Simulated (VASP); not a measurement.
# ZnS (F-43m) in VASP: notebook, part 2 of 2

VASP 6.6.1. The steps go on from the part before.

### Step 3. Single point, revPBE+D4

This run uses another cell than the first one, of 19.21 Å³/atom, 1.003 times its volume.

The input, INCAR:

```
PREC = Accurate
ENCUT = 520
EDIFF = 1E-6
ISMEAR = -1
SIGMA = 0.05
LREAL = False
LASPH = True
NELM = 60
ALGO = Normal
ISIF = 2
LWAVE = False
LCHARG = True
GGA = RE
IVDW = 13
LELF = True
LVHAR = True
NBANDS = 16
```

The input, KPOINTS:

```
regular mesh
0
Gamma
  9 9 9
```

The input, POSCAR:

```
ZnS
1.0
    0.0000000000      2.6780823811      2.6780823811
    2.6780823811      0.0000000000      2.6780823811
    2.6780823811      2.6780823811      0.0000000000
Zn S
1 1
Direct
    0.7500000000      0.7500000000      0.7500000000
    0.0000000000      0.0000000000      0.0000000000
```

Potentials or basis: VASP PAW PBE potentials, release 64 (Zn, S).

Run with:

```console
$ cat potpaw_PBE.64/Zn/POTCAR potpaw_PBE.64/S/POTCAR > POTCAR
$ mpirun -np 1 vasp_std > vasp.out
```

OUTCAR:

```text
PREC = Accurate
   ENCUT = 520
   EDIFF = 1E-6
   ISMEAR = -1
   LREAL = False
   LASPH = True
   NELM = 60
   ISIF = 2
   GGA = RE
   IVDW = 13

 ion  position               nearest neighbor table
   1  0.750  0.750  0.750-   2 2.32   2 2.32   2 2.32   2 2.32
   2  0.000  0.000  0.000-   1 2.32   1 2.32   1 2.32   1 2.32

  LATTYP: Found a face centered cubic cell.
 ALAT       =     5.3561647622

  Lattice vectors:

 A1 = (   0.0000000000,   2.6780823811,   2.6780823811)
 A2 = (   2.6780823811,   0.0000000000,   2.6780823811)
 A3 = (   2.6780823811,   2.6780823811,   0.0000000000)

Analysis of symmetry for initial positions (statically):
=====================================================================
 Subroutine PRICEL returns:
 Original cell was already a primitive cell.

 Routine SETGRP: Setting up the symmetry group for a
 face centered cubic supercell.

 Subroutine GETGRP returns: Found 24 space group operations
 (whereof 24 operations were pure point group operations)
 out of a pool of 48 trial point group operations.

The static configuration has the point symmetry T_d .

Analysis of symmetry for dynamics (positions and initial velocities):
=====================================================================
 Subroutine PRICEL returns:
 Original cell was already a primitive cell.

 Routine SETGRP: Setting up the symmetry group for a
 face centered cubic supercell.

 Subroutine GETGRP returns: Found 24 space group operations
 (whereof 24 operations were pure point group operations)
 out of a pool of 48 trial point group operations.

The dynamic configuration has the point symmetry T_d .

 Subroutine INISYM returns: Found 24 space group operations
 (whereof 24 operations are pure point group operations),
 and found     1 'primitive' translations

----------------------------------------------------------------------------------------

                                     Primitive cell

  volume of cell :      38.4151

  direct lattice vectors                    reciprocal lattice vectors
     0.000000000  2.678082381  2.678082381    -0.186700754  0.186700754  0.186700754
     2.678082381  0.000000000  2.678082381     0.186700754 -0.186700754  0.186700754
     2.678082381  2.678082381  0.000000000     0.186700754  0.186700754 -0.186700754

  length of vectors
     3.787380425  3.787380425  3.787380425     0.323375192  0.323375192  0.323375192

  position of ions in fractional coordinates (direct lattice)
     0.750000000  0.750000000  0.750000000
     0.000000000  0.000000000  0.000000000

  ion indices of the primitive-cell ions
   primitive index   ion index
                 1           1
                 2           2

----------------------------------------------------------------------------------------

 KPOINTS: regular mesh

Automatic generation of k-mesh.
 Grid dimensions read from file:
 generate k-points for:    9    9    9

 Generating k-lattice:

  Cartesian coordinates                     Fractional coordinates (reciprocal lattice)
    -0.020744528  0.020744528  0.020744528     0.111111111  0.000000000  0.000000000
     0.020744528 -0.020744528  0.020744528     0.000000000  0.111111111  0.000000000
     0.020744528  0.020744528 -0.020744528     0.000000000  0.000000000  0.111111111

  Length of vectors
     0.035930577  0.035930577  0.035930577

  Shift w.r.t. Gamma in fractional coordinates (k-lattice)
     0.000000000  0.000000000  0.000000000

 Subroutine IBZKPT returns following result:
 ===========================================

 Found     35 irreducible k-points:

 Following reciprocal coordinates:
            Coordinates               Weight
  0.000000  0.000000  0.000000      1.000000
  0.111111  0.000000  0.000000      8.000000
  0.222222  0.000000  0.000000      8.000000
  0.333333  0.000000  0.000000      8.000000
  0.444444  0.000000  0.000000      8.000000
  0.111111  0.111111  0.000000      6.000000
[... 16 lines left out ...]
 -0.333333  0.333333  0.000000     12.000000
  0.444444  0.444444  0.000000      6.000000
 [... further k-points ...]
   k-points           NKPTS =     35   k-points in BZ     NKDIM =     35   number of bands    NBANDS=     16
   number of dos      NEDOS =    301   number of ions     NIONS =      2
   total plane-waves  NPLWV =  21952
   dimension x,y,z NGX =    28 NGY =   28 NGZ =   28
   dimension x,y,z NGXF=    56 NGYF=   56 NGZF=   56
   ions per type =               1   1
   NGX,Y,Z   is equivalent  to a cutoff of  12.29, 12.29, 12.29 a.u.
   NGXF,Y,Z  is equivalent  to a cutoff of  24.58, 24.58, 24.58 a.u.
 SYSTEM =  unknown system
   PREC   = accura    normal or accurate (medium, high low for compatibility)
   ISTART =      0    job   : 0-new  1-cont  2-samecut
   ICHARG =      2    charge: 1-file 2-atom 10-const
   ISPIN  =      1    spin polarized calculation?
   LNONCOLLINEAR =      F non collinear calculations
   LSORBIT =      F    spin-orbit coupling
   LASPH  =      T    aspherical Exc in radial PAW
   ENCUT  =  520.0 eV  38.22 Ry    6.18 a.u.   7.04  7.04  7.04*2*pi/ulx,y,z
   NELM   =     60;   NELMIN=  2; NELMDL= -5     # of ELM steps
   EDIFF  = 0.1E-05   stopping-criterion for ELM
   LREAL  =      F    real-space projection
   EDIFFG = 0.1E-04   stopping-criterion for IOM
   NSW    =      0    number of steps for IOM
   IBRION =     -1    ionic relax: 0-MD 1-quasi-New 2-CG
   NFREE  =      0    steps in history (QN), initial steepest desc. (CG)
   ISIF   =      2    stress and relaxation
   ISYM   =      2    0-nonsym 1-usesym 2-fastsym
   POTIM  = 0.5000    time-step for ionic-motion
   TEBEG  =    0.0;   TEEND  =   0.0 temperature during run
   PSTRESS=    0.0 pullay stress
   NELECT =      18.0000    total number of electrons
   NUPDOWN=      -1.0000    fix difference up-down
   EMIN   =  10.00;   EMAX   =-10.00  energy-range for DOS
   EFERMI =   0.00;   METHOD = LEGACY
   ISMEAR =    -1;   SIGMA  =   0.05  broadening in eV -4-tet -1-fermi 0-gaus
   EFERMI_NEDOS =   21; number of points for ismear=-14 and -15
   IALGO  =     38    algorithm
   IMIX   =      4    mixing-type and parameters
     AMIX     =   0.40;   BMIX     =  1.00
     AMIX_MAG =   1.60;   BMIX_MAG =  1.00
  volume/ion in A,a.u.               =      19.21       129.62
  Fermi-wavevector in a.u.,A,eV,Ry     =   1.271545  2.402872 21.998263  1.616827
  Thomas-Fermi vector in A             =   2.404472
   LORBIT       =      0    0 simple, 1 ext, 2 COOP (PROOUT), +10 PAW based schemes
   GGA     = RE    functional components
   LHFCALC =     F    Hartree Fock is set to
   AEXX    =    0.0000 exact exchange contribution
   IVDW    =    13    specifies the selected vdW correction
   LEPSILON=     F    determine dielectric tensor
   LRPA    =     F    only Hartree local field effects (RPA)
 non-spin polarized calculation
  energy-cutoff  :      520.00
  volume of cell :       38.42
 maximum number of plane-waves:      1044
   NGX = 15   NGY = 15   NGZ = 15

 number of electron      18.0000016 magnetization

 Free energy of the ion-electron system (eV)
  ---------------------------------------------------
  ext. energy  EPLUGINS =         0.00000000
  ---------------------------------------------------
  free energy    TOTEN  =        -6.23231266 eV

  energy without entropy =       -6.23231266  energy(sigma->0) =       -6.23231266

 E-fermi :   3.4400     XC(G=0):  -9.5996

 val. band max:        2.4415622432   @ k =   0.0000   0.0000   0.0000
 cond. band min:       4.7947674764   @ k =   0.0000   0.0000   0.0000
 fundamental gap:      2.3532052332
 Fermi energy:         3.4400245128

 k-point     1 :       0.0000    0.0000    0.0000
  band No.  band energies     occupation
      1     -10.8769      2.00000
      2      -3.9742      2.00000
      3      -3.9742      2.00000
      4      -3.9742      2.00000
      5      -3.4397      2.00000
      6      -3.4397      2.00000
[... 8 lines left out ...]
     15      14.2134      0.00000
     16      14.6526      0.00000
[... 419 lines left out ...]
 k-point    24 :       0.4444    0.4444    0.0000
  band No.  band energies     occupation
      1      -9.6284      2.00000
      2      -4.0255      2.00000
      3      -3.6230      2.00000
      4      -3.6230      2.00000
      5      -3.3608      2.00000
      6      -3.2764      2.00000
[... 8 lines left out ...]
     15      16.0567      0.00000
     16      17.6181      0.00000

 [... further k-points ...]

------------------------ aborting loop because EDIFF is reached ----------------------------------------

  DFT-D4 for vdW energy calculation

  Edisp (eV):   -1.14425

  FORCE on cell =-STRESS in cart. coord.  units (eV):
  Direction    XX          YY          ZZ          XY          YZ          ZX
  --------------------------------------------------------------------------------------
  -------------------------------------------------------------------------------------
  Total       0.04714     0.04714     0.04714     0.00000     0.00000    -0.00000
  in kB       1.96596     1.96596     1.96596     0.00000     0.00000    -0.00000
  external pressure =        1.97 kB  Pullay stress =        0.00 kB

 VOLUME and BASIS-vectors are now :
 -----------------------------------------------------------------------------
  energy-cutoff  :      520.00
  volume of cell :       38.42
      direct lattice vectors                 reciprocal lattice vectors
     0.000000000  2.678082381  2.678082381    -0.186700754  0.186700754  0.186700754
     2.678082381  0.000000000  2.678082381     0.186700754 -0.186700754  0.186700754
     2.678082381  2.678082381  0.000000000     0.186700754  0.186700754 -0.186700754

 POSITION                                       TOTAL-FORCE (eV/Angst)
 -----------------------------------------------------------------------------------
      4.01712      4.01712      4.01712         0.000000      0.000000     -0.000000
      0.00000      0.00000      0.00000        -0.000000     -0.000000      0.000000
 -----------------------------------------------------------------------------------
    total drift:                                0.000002      0.000002      0.000001

  FREE ENERGIE OF THE ION-ELECTRON SYSTEM (eV)
  ---------------------------------------------------
  free  energy   TOTEN  =        -7.3765653638 eV

  energy  without entropy=       -7.3765653638  energy(sigma->0) =       -7.37656536
```

OSZICAR:

```text
N       E                     dE             d eps       ncg     rms          rms(c)
DAV:   1     0.840208965534E+02    0.84021E+02   -0.85946E+03  1120   0.135E+03
DAV:   2    -0.162322604377E+01   -0.85644E+02   -0.79918E+02  1328   0.260E+02
DAV:   3    -0.659575013312E+01   -0.49725E+01   -0.49549E+01  1384   0.595E+01
DAV:   4    -0.664462920583E+01   -0.48879E-01   -0.48868E-01  1392   0.621E+00
DAV:   5    -0.664514969098E+01   -0.52049E-03   -0.52048E-03  1344   0.602E-01    0.764E+00
DAV:   6    -0.624873088472E+01    0.39642E+00   -0.69366E-01  1672   0.293E+01    0.592E+00
DAV:   7    -0.622956835756E+01    0.19163E-01   -0.26926E-01  1336   0.454E+00    0.300E+00
DAV:   8    -0.623125872749E+01   -0.16904E-02   -0.64170E-03  1360   0.966E-01    0.780E-01
DAV:   9    -0.623197916495E+01   -0.72044E-03   -0.17226E-03  1408   0.322E-01    0.980E-02
DAV:  10    -0.623231093186E+01   -0.33177E-03   -0.45899E-04  1384   0.158E-01    0.463E-02
DAV:  11    -0.623231005958E+01    0.87228E-06   -0.48620E-05  1336   0.672E-02    0.118E-02
DAV:  12    -0.623231217465E+01   -0.21151E-05   -0.76034E-06  1488   0.264E-02    0.797E-03
DAV:  13    -0.623231266074E+01   -0.48610E-06   -0.17934E-06  1352   0.129E-02
   1 F= -.73765654E+01 E0= -.73765654E+01  d E =-.309717E-10
```

It took 9.1 s on 1 thread of Intel Xeon 6975P-C (Granite Rapids), shared host; peak memory 0.16 GiB.

What came out:

| Property | Result |
| --- | --- |
| Free energy | -7.3766 eV |
| Pressure | 0.2 GPa |
| Band gap on the k mesh | 2.35 eV, direct |
| Dispersion energy per atom | -0.572 eV |

Caveat: the PAW data sets were made with another functional, which shifts forces and pressure a little.

### Step 4. Single point, PBE

This run uses another cell than the first one, of 19.73 Å³/atom, 1.030 times its volume.

The input, INCAR:

```
SYSTEM = ZnS
ALGO = Normal
EDIFF = 1E-6
ENCUT = 520
GGA = PE
ISIF = 2
ISMEAR = 0
LASPH = .TRUE.
LCHARG = .FALSE.
LREAL = .FALSE.
LWAVE = .FALSE.
NBANDS = 16
NELM = 80
PREC = Accurate
SIGMA = 0.017
```

The input, KPOINTS:

```
k-points
0
G
  9 9 9
  0 0 0
```

The input, POSCAR:

```
ZnS
1.0
    0.0000000000      2.7020000000      2.7020000000
    2.7020000000      0.0000000000      2.7020000000
    2.7020000000      2.7020000000      0.0000000000
Zn S
1 1
Direct
    0.7500000000      0.7500000000      0.7500000000
    0.0000000000      0.0000000000      0.0000000000
```

Run with:

```console
$ cat potpaw_PBE.64/Zn/POTCAR potpaw_PBE.64/S/POTCAR > POTCAR
$ mpirun -np 1 vasp_std > vasp.out
```

Run time: 7.9 s. Hardware: 1 thread of Intel Xeon 6975P-C (Granite Rapids), shared host; peak memory 0.17 GiB.

Results (log left out):

```yaml
Free_energy: -6.8473 eV
Pressure: 1.8 GPa
Band_gap_on_the_k_mesh: 2.11 eV, direct
```

Levels at points of the mesh, in eV from the valence-band top:
```tsv
k point	band 7	band 8	band 9	band 10	band 11	band 12
(0.00, 0.00, 0.00)	0.00	0.00	0.00	2.11	6.40	6.40
```

### Step 5. Single point, PBE

This run uses another cell than the first one, of 19.73 Å³/atom, 1.030 times its volume.

The input, INCAR:

```
PREC = Accurate
ENCUT = 520
EDIFF = 1E-6
ISMEAR = 0
SIGMA = 0.022
LREAL = False
LASPH = True
NELM = 80
ALGO = Normal
ISIF = 2
LWAVE = False
LCHARG = True
GGA = PE
LELF = True
LVHAR = True
NBANDS = 16
```

The input, KPOINTS:

```
regular mesh
0
Gamma
  9 9 9
```

POSCAR is that of step 4.

Run with:

```console
$ cat potpaw_PBE.64/Zn/POTCAR potpaw_PBE.64/S/POTCAR > POTCAR
$ mpirun -np 1 vasp_std > vasp.out
```

Run time: 9 s. Hardware: 1 thread of Intel Xeon 6975P-C (Granite Rapids), shared host; peak memory 0.16 GiB.

Results (log left out):

| Property | Result |
| --- | --- |
| Free energy | -6.8473 eV |
| Pressure | 1.8 GPa |
| Band gap on the k mesh | 2.11 eV, direct |

Levels at points of the mesh, in eV from the valence-band top:
```tsv
k point	band 5	band 6	band 7	band 8	band 9	band 10	band 11	band 12	band 13	band 14
(0.00, 0.00, 0.00)	-5.84	-5.84	0.00	0.00	0.00	2.11	6.40	6.40	6.40	11.76
```

### Step 6. Overview

```csv
level,cell,smearing,gap on the mesh (eV),pressure (GPa)
revPBE+D3(BJ),"a = 3.784 Å, angles 60.0°, 2 atoms",fermi-dirac 0.05 eV,2.37,0.2
revPBE+D4,"a = 3.787 Å, angles 60.0°, 2 atoms",fermi-dirac 0.05 eV,2.35,0.2
PBE,"a = 3.821 Å, angles 60.0°, 2 atoms",gaussian 0.017 eV,2.11,1.8
PBE,"a = 3.821 Å, angles 60.0°, 2 atoms",gaussian 0.022 eV,2.11,1.8
```

Alike in all rows: task single point; potentials or basis VASP PAW PBE potentials, release 64 (Zn, S); no spin polarisation; k mesh 9 × 9 × 9; cutoff (eV) 520.

Caveats: the PAW data sets were made with another functional, which shifts forces and pressure a little (some runs).

Total energies depend on the potentials used, so only differences within one code and one set of settings carry meaning.

### Step 7. Against experiment

Step 2. Against the measured gap of ZnS, 3.85 eV (direct; 19 K; quoted in “Electronic, vibrational, and thermodynamic properties of ZnS (zincblende and rocksalt structure)”, 2009, arxiv:0911.5022), the calculated 2.37 eV is off by -1.48 eV. The value is that of revPBE+D3(BJ), without temperature or zero-point motion. Semilocal functionals fall short of measured gaps as a rule.

Step 3. A measured gap of ZnS is 3.85 eV (direct; 19 K; quoted in “Electronic, vibrational, and thermodynamic properties of ZnS (zincblende and rocksalt structure)”, 2009, arxiv:0911.5022); the calculated 2.35 eV misses it by -1.50 eV. The value is that of revPBE+D4, without temperature or zero-point motion. Semilocal functionals fall short of measured gaps as a rule.

Step 4. A measured gap of ZnS is 3.85 eV (direct; 19 K; quoted in “Electronic, vibrational, and thermodynamic properties of ZnS (zincblende and rocksalt structure)”, 2009, arxiv:0911.5022); the calculated 2.11 eV misses it by -1.74 eV. The value is that of PBE, without temperature or zero-point motion. Semilocal functionals fall short of measured gaps as a rule.

Step 5. Measured gap of ZnS: 3.85 eV (direct; 19 K; quoted in “Electronic, vibrational, and thermodynamic properties of ZnS (zincblende and rocksalt structure)”, 2009, arxiv:0911.5022). This calculation gives 2.11 eV (-1.74 eV). The value is that of PBE, without temperature or zero-point motion. Semilocal functionals fall short of measured gaps as a rule.
